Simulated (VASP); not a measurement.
Runs of VASP 6.6.1 on Ru. The structure is that of space group P6_3/mmc (No. 194), or close to it. The cells are those of the table. 

```tsv
spin	cell	k mesh	smearing	gap on the mesh (eV)	pressure (GPa)	moment (μB)
collinear, ferromagnetic start	a = 2.729, b = 2.729, c = 4.296 Å, angles 90.0, 90.0, 120.0°, 2 atoms	22 × 22 × 12	fermi-dirac 0.05 eV	none	-12.6	0.00
off	a = 2.797, b = 2.797, c = 4.407 Å, angles 90.0, 90.0, 120.0°, 2 atoms	22 × 22 × 12	fermi-dirac 0.1 eV	none	-29.9	-
collinear, ferromagnetic start	a = 2.694, b = 2.694, c = 4.240 Å, angles 90.0, 90.0, 120.0°, 2 atoms	22 × 22 × 12	fermi-dirac 0.05 eV	none	-0.1	0.00
off	a = 2.763, b = 2.763, c = 4.354 Å, angles 90.0, 90.0, 120.0°, 2 atoms	22 × 22 × 12	fermi-dirac 0.1 eV	none	(b)	-
non-collinear, zero start, SOC	a = 2.693, b = 2.693, c = 4.243 Å, angles 90.0, 90.0, 120.0°, 2 atoms	13 × 13 × 8	fermi-dirac 0.1 eV	-	(a)	0.00
```

Alike in all rows: task single point; level PBEsol; potentials or basis VASP PAW PBE potentials, release 64 (Ru_pv); cutoff (eV) 520.

Q: Estimate the missing entries.

A: (a) 0.2; (b) -22.2.

Caveats: the PAW data sets were made with another functional, which shifts forces and pressure a little; the cell stands under tension (at least some runs); an empty level that is flat over the whole mesh can mark a ghost state of the potentials, or a narrow d or f band (at least some runs).

A k mesh can miss the band edges, and rows without SOC leave out spin-orbit coupling on Ru.

A gap of «none» marks levels without a gap at the run's occupations.
